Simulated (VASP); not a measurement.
Write the native input for VASP 6.6.1 that does the following.

```
Task                   : single point
Functional             : PBE
Potentials or basis    : VASP PAW PBE potentials, release 64 (Ti_sv, O)
Cutoff                 : 520 eV
k mesh                 : 8 × 8 × 8
Occupations            : fermi-dirac, width 0.05 eV
Spin                   : no spin polarisation
Dipole correction      : no
Further INCAR settings : ALGO = Normal; EDIFF = 1e-06; NBANDS = 33
```

The structure of TiO2 lies in POSCAR:

```
TiO2
1.0
   -1.8921000000      1.8921000000      4.7810865000
    1.8921000000     -1.8921000000      4.7810865000
    1.8921000000      1.8921000000     -4.7810865000
Ti O
2 4
Direct
    0.0000000000      0.0000000000      0.0000000000
    0.7500000000      0.2500000000      0.5000000000
    0.2081000000      0.2081000000      0.0000000000
    0.9581000000      0.4581000000      0.5000000000
    0.5419000000      0.0419000000      0.5000000000
    0.7919000000      0.7919000000      0.0000000000
```

One way to write it, as run:

INCAR

```
ALGO = Normal
EDIFF = 1E-6
ENCUT = 520
GGA = PE
ISIF = 2
ISMEAR = -1
LASPH = True
LCHARG = False
LREAL = False
LWAVE = False
NBANDS = 33
NELM = 80
PREC = Accurate
SIGMA = 0.05
```

KPOINTS

```
k-points
0
Gamma
  8 8 8
```

Potentials or basis: VASP PAW PBE potentials, release 64 (Ti_sv, O).

Run with:

```bash
$ cat potpaw_PBE.64/Ti_sv/POTCAR potpaw_PBE.64/O/POTCAR > POTCAR
$ mpirun -np 1 vasp_std > vasp.out
```

It gave:

```
Pressure               : 4.7 GPa
Largest force          : 0.030 eV/Å
Band gap on the k mesh : 2.13 eV (least direct gap 2.44 eV)
```

Caveat: the cell stands under pressure.

Wall time 5.4 min on 1 thread of Intel(R) Xeon(R) Platinum 8488C (Sapphire Rapids) (shared host), peak memory 0.31 GiB.
